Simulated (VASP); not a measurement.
# Zn (Fm-3m) in VASP: further runs

The runs below take Zn through single point, relaxation of cell and atoms, with HSE06, r2SCANh+D4, B3LYP.

All numbers are computed with VASP 6.6.1; they aren't measurements. Logs are shortened: lines on timing, memory, paths and dates and some standing lists are left out, and cuts for length are marked.

## 1. The cell of the first run

The structure is cubic, space group Fm-3m (No. 225). Conventional cell: a = 3.930 Å, b = 3.930 Å, c = 3.930 Å, α = 90.00°, β = 90.00°, γ = 90.00°. Zn (site symmetry m-3m) has 12 Zn at 2.78 Å within 3.7 Å.

This isn't the form of Zn at room conditions, which is hcp.

## 2. Single point, HSE06

The input, POSCAR:

```
Zn
1.0
    0.0000000000      1.9647760000      1.9647760000
    1.9647760000      0.0000000000      1.9647760000
    1.9647760000      1.9647760000      0.0000000000
Zn
1
Direct
    0.0000000000      0.0000000000      0.0000000000
```

The input, INCAR.step1:

```
SYSTEM = Zn
ALGO = Normal
EDIFF = 1E-5
ENCUT = 400
GGA = PE
GGA_COMPAT = .False.
ISIF = 2
ISMEAR = -1
LASPH = .True.
LREAL = .False.
LWAVE = .True.
NBANDS = 12
NELM = 120
PREC = Accurate
SIGMA = 0.05
```

The input, INCAR.step2:

```
SYSTEM = Zn
ALGO = Normal
EDIFF = 1E-6
ENCUT = 400
GGA = PE
GGA_COMPAT = .False.
HFSCREEN = 0.2079
ISIF = 2
ISMEAR = -1
ISTART = 1
LASPH = .True.
LCHARG = .True.
LELF = .True.
LHFCALC = .True.
LREAL = .False.
LVHAR = .True.
LWAVE = .False.
NBANDS = 12
NELM = 120
PREC = Accurate
PRECFOCK = Normal
SIGMA = 0.05
```

The input, KPOINTS:

```
k-points
0
Gamma
  6 6 6
  0 0 0
```

Potentials or basis: VASP PAW PBE potentials, release 64 (Zn).

Command:

```bash
> cat potpaw_PBE.64/Zn/POTCAR > POTCAR
> cp INCAR.step1 INCAR
> mpirun -np 1 vasp_std > vasp.out
> cp INCAR.step2 INCAR
> mpirun -np 1 vasp_std > vasp.out
```

OUTCAR:

```text
SYSTEM = Zn
   EDIFF = 1E-6
   ENCUT = 400
   GGA = PE
   HFSCREEN = 0.2079
   ISIF = 2
   ISMEAR = -1
   ISTART = 1
   LASPH = .True.
   LHFCALC = .True.
   LREAL = .False.
   NELM = 120
   PREC = Accurate
   PRECFOCK = Normal

 ion  position               nearest neighbor table
   1  0.000  0.000  0.000-

  LATTYP: Found a face centered cubic cell.
 ALAT       =     3.9295520000

  Lattice vectors:

 A1 = (   0.0000000000,   1.9647760000,   1.9647760000)
 A2 = (   1.9647760000,   0.0000000000,   1.9647760000)
 A3 = (   1.9647760000,   1.9647760000,   0.0000000000)

Analysis of symmetry for initial positions (statically):
=====================================================================
 Subroutine PRICEL returns:
 Original cell was already a primitive cell.

 Routine SETGRP: Setting up the symmetry group for a
 face centered cubic supercell.

 Subroutine GETGRP returns: Found 48 space group operations
 (whereof 48 operations were pure point group operations)
 out of a pool of 48 trial point group operations.

The static configuration has the point symmetry O_h .

Analysis of symmetry for dynamics (positions and initial velocities):
=====================================================================
 Subroutine PRICEL returns:
 Original cell was already a primitive cell.

 Routine SETGRP: Setting up the symmetry group for a
 face centered cubic supercell.

 Subroutine GETGRP returns: Found 48 space group operations
 (whereof 48 operations were pure point group operations)
 out of a pool of 48 trial point group operations.

The dynamic configuration has the point symmetry O_h .

 Subroutine INISYM returns: Found 48 space group operations
 (whereof 48 operations are pure point group operations),
 and found     1 'primitive' translations

----------------------------------------------------------------------------------------

                                     Primitive cell

  volume of cell :      15.1694

  direct lattice vectors                    reciprocal lattice vectors
     0.000000000  1.964776000  1.964776000    -0.254481936  0.254481936  0.254481936
     1.964776000  0.000000000  1.964776000     0.254481936 -0.254481936  0.254481936
     1.964776000  1.964776000  0.000000000     0.254481936  0.254481936 -0.254481936

  length of vectors
     2.778612866  2.778612866  2.778612866     0.440775643  0.440775643  0.440775643

  position of ions in fractional coordinates (direct lattice)
     0.000000000  0.000000000  0.000000000

  ion indices of the primitive-cell ions
   primitive index   ion index
                 1           1

----------------------------------------------------------------------------------------

 KPOINTS: k-points

Automatic generation of k-mesh.
 Grid dimensions read from file:
 generate k-points for:    6    6    6

 Generating k-lattice:

  Cartesian coordinates                     Fractional coordinates (reciprocal lattice)
    -0.042413656  0.042413656  0.042413656     0.166666667  0.000000000  0.000000000
     0.042413656 -0.042413656  0.042413656     0.000000000  0.166666667  0.000000000
     0.042413656  0.042413656 -0.042413656     0.000000000  0.000000000  0.166666667

  Length of vectors
     0.073462607  0.073462607  0.073462607

  Shift w.r.t. Gamma in fractional coordinates (k-lattice)
     0.000000000  0.000000000  0.000000000

 Subroutine IBZKPT returns following result:
 ===========================================

 Found     16 irreducible k-points:

 Following reciprocal coordinates:
            Coordinates               Weight
  0.000000  0.000000  0.000000      1.000000
  0.166667  0.000000  0.000000      8.000000
  0.333333  0.000000  0.000000      8.000000
  0.500000  0.000000  0.000000      4.000000
  0.166667  0.166667  0.000000      6.000000
  0.333333  0.166667  0.000000     24.000000
[... 8 lines left out ...]
 -0.333333  0.333333  0.166667     24.000000
 -0.333333  0.500000  0.166667     12.000000
   k-points           NKPTS =     16   k-points in BZ     NKDIM =    216   number of bands    NBANDS=     12
   number of dos      NEDOS =    301   number of ions     NIONS =      1
   total plane-waves  NPLWV =   5832
   dimension x,y,z NGX =    18 NGY =   18 NGZ =   18
   dimension x,y,z NGXF=    36 NGYF=   36 NGZF=   36
   ions per type =               1
   NGX,Y,Z   is equivalent  to a cutoff of  10.77, 10.77, 10.77 a.u.
   NGXF,Y,Z  is equivalent  to a cutoff of  21.54, 21.54, 21.54 a.u.
 SYSTEM =  Zn
   PREC   = accura    normal or accurate (medium, high low for compatibility)
   ISTART =      1    job   : 0-new  1-cont  2-samecut
   ICHARG =      0    charge: 1-file 2-atom 10-const
   ISPIN  =      1    spin polarized calculation?
   LNONCOLLINEAR =      F non collinear calculations
   LSORBIT =      F    spin-orbit coupling
   LASPH  =      T    aspherical Exc in radial PAW
   ENCUT  =  400.0 eV  29.40 Ry    5.42 a.u.   4.53  4.53  4.53*2*pi/ulx,y,z
   NELM   =    120;   NELMIN=  2; NELMDL=  0     # of ELM steps
   EDIFF  = 0.1E-05   stopping-criterion for ELM
   LREAL  =      F    real-space projection
   EDIFFG = 0.1E-04   stopping-criterion for IOM
   NSW    =      0    number of steps for IOM
   IBRION =     -1    ionic relax: 0-MD 1-quasi-New 2-CG
   NFREE  =      0    steps in history (QN), initial steepest desc. (CG)
   ISIF   =      2    stress and relaxation
   ISYM   =      3    0-nonsym 1-usesym 2-fastsym
   POTIM  = 0.5000    time-step for ionic-motion
   TEBEG  =    0.0;   TEEND  =   0.0 temperature during run
   PSTRESS=    0.0 pullay stress
   NELECT =      12.0000    total number of electrons
   NUPDOWN=      -1.0000    fix difference up-down
   EMIN   =  10.00;   EMAX   =-10.00  energy-range for DOS
   EFERMI =   0.00;   METHOD = LEGACY
   ISMEAR =    -1;   SIGMA  =   0.05  broadening in eV -4-tet -1-fermi 0-gaus
   EFERMI_NEDOS =   21; number of points for ismear=-14 and -15
   IALGO  =     38    algorithm
   IMIX   =      1    mixing-type and parameters
     AMIX     =   0.40;   BMIX     =  1.00
     AMIX_MAG =   1.60;   BMIX_MAG =  1.00
  volume/ion in A,a.u.               =      15.17       102.37
  Fermi-wavevector in a.u.,A,eV,Ry     =   1.514069  2.861175 31.190044  2.292404
  Thomas-Fermi vector in A             =   2.623775
   LORBIT       =      0    0 simple, 1 ext, 2 COOP (PROOUT), +10 PAW based schemes
   GGA     = PE    functional components
   LHFCALC =     T    Hartree Fock is set to
   PRECFOCK=normal    Normal, Fast or Accurate (Low or Medium for compatibility)
   ENCUT4O =  -1.0   cutoff for four orbital integrals eV
   NKREDX  =     1    reduce k-point grid by
   NKREDY  =     1    reduce k-point grid by
   NKREDZ  =     1    reduce k-point grid by
   AEXX    =    0.2500 exact exchange contribution
   HFSCREEN=    0.2079 screening length (either q_TF or 0.3 A-1)
   HFSCREENC=   0.2079 screening length for correlation (either q_TF or 0.3 A-1)
   ENCUTFOCK=  -1.0 apply spherical cutoff to Coloumb kernel
   IVDW    =     0    specifies the selected vdW correction
   LEPSILON=     F    determine dielectric tensor
   LRPA    =     F    only Hartree local field effects (RPA)
 non-spin polarized calculation
  energy-cutoff  :      400.00
  volume of cell :       15.17
 maximum number of plane-waves:       286
  NGX = 14; NGY = 14; NGZ = 14

 number of electron      12.0000021 magnetization

 Free energy of the ion-electron system (eV)
  ---------------------------------------------------
  ext. energy  EPLUGINS =         0.00000000
  ---------------------------------------------------
  free energy    TOTEN  =        -1.08671667 eV

  energy without entropy =       -1.07920094  energy(sigma->0) =       -1.08295881

 E-fermi :   3.3667     XC(G=0):  -9.4645

 val. band max:        2.8941573154   @ k =  -0.3333   0.3333   0.1667
 cond. band min:       3.4028915444   @ k =  -0.3333   0.3333   0.1667
 fundamental gap:      0.5087342291
 Fermi energy:         3.3666886444

 k-point     1 :       0.0000    0.0000    0.0000
  band No.  band energies     occupation
      1      -8.6190      2.00000
      2      -6.8408      2.00000
      3      -6.8408      2.00000
      4      -6.8408      2.00000
      5      -6.4675      2.00000
      6      -6.4675      2.00000
      7      22.6542      0.00000
      8      22.6542      0.00000
      9      22.6543      0.00000
     10      22.8390      0.00000
     11      25.1912      0.00000
     12      25.1912      0.00000

 k-point     2 :       0.1667    0.0000    0.0000
  band No.  band energies     occupation
      1      -7.7580      2.00000
      2      -6.8130      2.00000
      3      -6.7694      2.00000
      4      -6.7694      2.00000
      5      -6.4685      2.00000
      6      -6.4685      2.00000
      7      15.1155      0.00000
      8      21.0150      0.00000
      9      21.0150      0.00000
     10      22.4683      0.00000
     11      27.7879      0.00000
     12      28.0962      0.00000

 k-point     3 :       0.3333    0.0000    0.0000
  band No.  band energies     occupation
      1      -7.3705      2.00000
      2      -6.7971      2.00000
      3      -6.7971      2.00000
      4      -6.2915      2.00000
      5      -6.2915      2.00000
      6      -4.4220      2.00000
      7       7.3607      0.00000
      8      19.8202      0.00000
      9      19.8202      0.00000
     10      21.7346      0.00000
     11      24.4417      0.00000
     12      24.4417      0.00000
[... 166 lines left out ...]
 k-point    15 :      -0.3333    0.3333    0.1667
  band No.  band energies     occupation
      1      -7.0708      2.00000
      2      -7.0285      2.00000
      3      -6.7574      2.00000
      4      -6.4782      2.00000
      5      -6.1571      2.00000
      6       2.8942      1.99984
      7       3.4029      0.65300
      8      10.3559      0.00000
      9      10.7642      0.00000
     10      23.0151      0.00000
     11      25.4444      0.00000
     12      30.3544      0.00000

 k-point    16 :      -0.3333    0.5000    0.1667
  band No.  band energies     occupation
      1      -7.2544      2.00000
      2      -7.1972      2.00000
      3      -6.5377      2.00000
      4      -6.3461      2.00000
      5      -6.0694      2.00000
      6       3.6218      0.01208
      7       5.9769      0.00000
      8       7.8210      0.00000
      9       8.8450      0.00000
     10      21.9651      0.00000
     11      22.9808      0.00000
     12      31.2937      0.00000

------------------------ aborting loop because EDIFF is reached ----------------------------------------

  FORCE on cell =-STRESS in cart. coord.  units (eV):
  Direction    XX          YY          ZZ          XY          YZ          ZX
  --------------------------------------------------------------------------------------
  -------------------------------------------------------------------------------------
  Total       -0.1167078     -0.1167078     -0.1167078      0.0000000     -0.0000000     -0.0000000
  in kB      -12.3265476    -12.3265476    -12.3265476      0.0000000     -0.0000000     -0.0000000
  external PRESSURE =     -12.3265476 kB  Pullay stress =       0.0000000 kB

 VOLUME and BASIS-vectors are now :
 -----------------------------------------------------------------------------
  energy-cutoff  :      400.00
  volume of cell :       15.17
      direct lattice vectors                 reciprocal lattice vectors
     0.000000000  1.964776000  1.964776000    -0.254481936  0.254481936  0.254481936
     1.964776000  0.000000000  1.964776000     0.254481936 -0.254481936  0.254481936
     1.964776000  1.964776000  0.000000000     0.254481936  0.254481936 -0.254481936

 POSITION                                       TOTAL-FORCE (eV/Angst)
 -----------------------------------------------------------------------------------
      0.00000      0.00000      0.00000         0.000000      0.000000      0.000000
 -----------------------------------------------------------------------------------
    total drift:                               -0.000002     -0.000003     -0.000003

  FREE ENERGIE OF THE ION-ELECTRON SYSTEM (eV)
  ---------------------------------------------------
  free  energy   TOTEN  =        -1.0867166671 eV

  energy  without entropy=       -1.0792009441  energy(sigma->0) =       -1.08295881
```

Run time: 4 min. Hardware: 1 thread of Intel Xeon Platinum 8259CL at 2.50GHz (Skylake/Cascade Lake), shared host; peak memory 0.21 GiB.

What came out:

- Free energy: -1.0867 eV
- Pressure: -1.2 GPa
- Band gap on the k mesh: zero (bands 6 and 7 overlap by 2.04 eV)

Caveat: the k points lie up to 0.46 Å⁻¹ apart, too coarse for converged energies and pressures of a metal; the PAW data sets were made with another functional, which shifts forces and pressure a little.

## 3. Single point, HSE06

This run uses another cell than the first one, of 15.07 Å³/atom.

The input, POSCAR:

```
Zn
1.0
    0.0000000000      1.9605051269      1.9605051269
    1.9605051269      0.0000000000      1.9605051269
    1.9605051269      1.9605051269      0.0000000000
Zn
1
Direct
    0.0000000000      0.0000000000      0.0000000000
```

The input, INCAR.step1:

```
SYSTEM = Zn
ALGO = Normal ; EDIFF = 1E-5
ENCUT = 400 ; GGA = PE
GGA_COMPAT = .FALSE. ; ISIF = 2
ISMEAR = -1 ; LASPH = .TRUE.
LREAL = .FALSE. ; LWAVE = .TRUE.
NBANDS = 12 ; NELM = 120
PREC = Accurate ; SIGMA = 0.05
```

The input, INCAR.step2:

```
SYSTEM = Zn
ALGO = Normal ; EDIFF = 1E-6
ENCUT = 400 ; GGA = PE
GGA_COMPAT = .FALSE. ; HFSCREEN = 0.2079
ISIF = 2 ; ISMEAR = -1
ISTART = 1 ; LASPH = .TRUE.
LCHARG = .TRUE. ; LELF = .TRUE.
LHFCALC = .TRUE. ; LREAL = .FALSE.
LVHAR = .TRUE. ; LWAVE = .FALSE.
NBANDS = 12 ; NELM = 120
PREC = Accurate ; PRECFOCK = Normal
SIGMA = 0.05
```

The input, KPOINTS:

```
k-points
0
G
  6 6 6
  0 0 0
```

Potentials or basis: VASP PAW PBE potentials, release 64 (Zn).

Command:

```bash
> cat potpaw_PBE.64/Zn/POTCAR > POTCAR
> cp INCAR.step1 INCAR
> mpirun -np 1 vasp_std > vasp.out
> cp INCAR.step2 INCAR
> mpirun -np 1 vasp_std > vasp.out
```

It took 4.7 min on 1 thread of Intel Xeon Platinum 8259CL at 2.50GHz (Skylake/Cascade Lake), shared host; peak memory 0.21 GiB.

The run converged. Its results:

```yaml
Free_energy: -1.0865 eV
Pressure: -0.7 GPa
Band_gap_on_the_k_mesh: zero (bands 6 and 7 overlap by 2.03 eV)
```

Levels at points of the mesh, in eV from the Fermi level:
| k point | band 3 | band 4 | band 5 | band 6 | band 7 | band 8 | band 9 | band 10 |
| --- | --- | --- | --- | --- | --- | --- | --- | --- |
| (0.00, 0.00, 0.00) | -10.23 | -10.23 | -9.86 | -9.86 | 19.37 | 19.37 | 19.37 | 19.51 |
| (0.50, 0.00, 0.00) | -10.24 | -9.54 | -9.54 | -3.69 | -1.79 | 16.26 | 16.26 | 17.99 |
| (0.50, 0.50, 0.00) | -9.57 | -9.45 | -9.45 | -1.50 | 1.77 | 8.99 | 8.99 | 12.51 |

Caveat: the k points lie up to 0.46 Å⁻¹ apart, too coarse for converged energies and pressures of a metal; the PAW data sets were made with another functional, which shifts forces and pressure a little.

## 4. Single point, r2SCANh+D4

The input, POSCAR:

```
Zn
1.0
    0.0000000000      1.9647760000      1.9647760000
    1.9647760000      0.0000000000      1.9647760000
    1.9647760000      1.9647760000      0.0000000000
Zn
1
Direct
    0.0000000000      0.0000000000      0.0000000000
```

The input, INCAR.step1:

```
SYSTEM = Zn
  ALGO = Normal
  EDIFF = 1E-5
  ENCUT = 440
  GGA = PE
  GGA_COMPAT = .FALSE.
  ISIF = 2
  ISMEAR = 0
  LASPH = .TRUE.
  LCHARG = .FALSE.
  LREAL = .FALSE.
  LWAVE = .TRUE.
  NBANDS = 12
  NELM = 120
  PREC = Accurate
  SIGMA = 0.02
```

The input, INCAR.step2:

```
SYSTEM = Zn
  AEXX = 0.1
  ALGO = Normal
  EDIFF = 1E-6
  ENCUT = 440
  GGA_COMPAT = .FALSE.
  ISIF = 2
  ISMEAR = 0
  ISTART = 1
  IVDW = 13
  LASPH = .TRUE.
  LCHARG = .FALSE.
  LHFCALC = .TRUE.
  LMIXTAU = .TRUE.
  LREAL = .FALSE.
  LWAVE = .FALSE.
  METAGGA = R2SCAN
  NBANDS = 12
  NELM = 120
  PREC = Accurate
  PRECFOCK = Normal
  SIGMA = 0.02
  VDW_A1 = 0.4944
  VDW_A2 = 5.9019
  VDW_S6 = 1.0
  VDW_S8 = 0.8324
```

The input, KPOINTS:

```
k-points
0
G
  8 8 8
  0 0 0
```

Command:

```bash
> cat potpaw_PBE.64/Zn/POTCAR > POTCAR
> cp INCAR.step1 INCAR
> mpirun -np 1 vasp_std > vasp.out
> cp INCAR.step2 INCAR
> mpirun -np 1 vasp_std > vasp.out
```

Run time: 44 min. Hardware: 1 thread of Intel Xeon 8259CL, shared host; peak memory 0.14 GiB.

The run converged. Its results:

* Free energy: -8.3233 eV
* Pressure: -4.9 GPa
* Band gap on the k mesh: zero (bands 6 and 7 overlap by 3.99 eV)
* Dispersion energy per atom: -0.130 eV

Levels at points of the mesh, in eV from the Fermi level:
```
           k point  band 2  band 3  band 4  band 5  band 6  band 7  band 8  band 9  band 10  band 11
(0.00, 0.00, 0.00)   -8.81   -8.81   -8.81   -8.42   -8.42   20.09   20.09   20.09    20.29    22.51
(0.50, 0.00, 0.00)   -8.82   -8.82   -8.13   -8.13   -3.23   -1.35   16.89   16.89    18.84    20.33
(0.50, 0.50, 0.00)   -9.44   -8.14   -8.05   -8.05   -1.12    2.31    9.54    9.54    12.94    14.62
```

Caveat: the cell stands under tension; the PAW data sets were made with another functional, which shifts forces and pressure a little.

## 5. Relaxation of cell and atoms, B3LYP

POSCAR is that of step 4.

The input, INCAR.step1:

```
SYSTEM = Zn
PREC = Accurate
ENCUT = 500
EDIFF = 1E-5
ISMEAR = -1
SIGMA = 0.05
LREAL = .False.
LASPH = .True.
NELM = 120
ALGO = Normal
LWAVE = .True.
LCHARG = .False.
GGA = PE
NBANDS = 12
GGA_COMPAT = .False.
IBRION = 2
ISIF = 3
EDIFFG = -0.005
NELMIN = 4
NSW = 100
```

The input, INCAR.step2:

```
SYSTEM = Zn
PREC = Accurate
ENCUT = 500
EDIFF = 1E-7
ISMEAR = -1
SIGMA = 0.05
LREAL = .False.
LASPH = .True.
NELM = 120
ALGO = Normal
ISIF = 3
LWAVE = .False.
LCHARG = .False.
GGA = B3
LHFCALC = .True.
AEXX = 0.2
AGGAX = 0.72
AGGAC = 0.81
ALDAC = 0.19
PRECFOCK = Normal
IBRION = 2
NSW = 60
EDIFFG = -0.01
ISTART = 1
GGA_COMPAT = .False.
NELMIN = 4
```

The input, KPOINTS:

```
Automatic mesh
0
Gamma
  6 6 6
  0 0 0
```

Command:

```bash
> cat potpaw_PBE.64/Zn/POTCAR > POTCAR
> cp INCAR.step1 INCAR
> mpirun -np 1 vasp_std > vasp.out
> cp INCAR.step2 INCAR
> mpirun -np 1 vasp_std > vasp.out
```

Run time: 12 min. Hardware: 1 thread of AMD EPYC 9R45 (Zen 5), shared host; peak memory 0.1 GiB.

Results (log left out):

* Free energy: -0.3862 eV
* Relaxed volume: 15.92 Å³/atom
* Relaxed cell: a = 2.824 Å, b = 2.824 Å, c = 2.824 Å, α = 60.00°, β = 60.00°, γ = 60.00°
* Space group after relaxing (to 0.1 Å): Fm-3m (No. 225)
* Energy gained by relaxing: 8.5 meV/atom
* Ionic steps: 2
* Pressure after relaxing: 0.1 GPa
* Band gap on the k mesh: zero (bands 6 and 7 overlap by 2.82 eV)

Step by step:
```tsv
step	energy change (eV)	largest force (eV/Å)	pressure (GPa)	volume (Å³)
1	0.0000	0.0000	3.57	15.17
2	-0.0085	0.0000	0.09	15.92
```

Final structure:
```xyz
1
Lattice="0.0000 1.9968 1.9968 1.9968 0.0000 1.9968 1.9968 1.9968 0.0000" Properties=species:S:1:pos:R:3 pbc="T T T"
Zn    1.9968    0.0000    1.9968
```

Levels at points of the mesh, in eV from the Fermi level:
```
           k point  band 4  band 5  band 6  band 7  band 8  band 9
(0.00, 0.00, 0.00)  -10.04   -9.70   -9.70   18.57   18.57   18.57
(0.50, 0.00, 0.00)   -9.42   -9.42   -3.34   -2.10   15.58   15.58
(0.50, 0.50, 0.00)   -9.34   -9.34   -1.37    1.81    8.92    8.92
```

Caveat: the k points lie up to 0.45 Å⁻¹ apart in the final cell, too coarse for converged energies and pressures of a metal; the PAW data sets were made with another functional, which shifts forces and pressure a little.

## 6. The runs side by side

```csv
task,level,cell,k mesh,cutoff (eV),smearing,share of exact exchange,screening parameter,gap on the mesh (eV),pressure (GPa)
single point,HSE06,"a = 2.779 Å, angles 60.0°, 1 atom",6 × 6 × 6,400,fermi-dirac 0.05 eV,0.25,0.2079 1/Å,none,-1.2
single point,HSE06,"a = 2.773 Å, angles 60.0°, 1 atom",6 × 6 × 6,400,fermi-dirac 0.05 eV,0.25,0.2079 1/Å,none,-0.7
single point,r2SCANh+D4,"a = 2.779 Å, angles 60.0°, 1 atom",8 × 8 × 8,440,gaussian 0.02 eV,0.1,-,none,-4.9
relaxation of cell and atoms,B3LYP,"relaxed from a = 2.779 Å, angles 60.0°, 1 atom",6 × 6 × 6,500,fermi-dirac 0.05 eV,0.2,-,none,0.1
```

Alike in all rows: potentials or basis VASP PAW PBE potentials, release 64 (Zn); no spin polarisation.

Caveats: some runs use coarse meshes; the PAW data sets were made with another functional, which shifts forces and pressure a little; the cell stands under tension (at least some runs).

Total energies depend on the potentials used, so only differences within one code and one set of settings carry meaning.
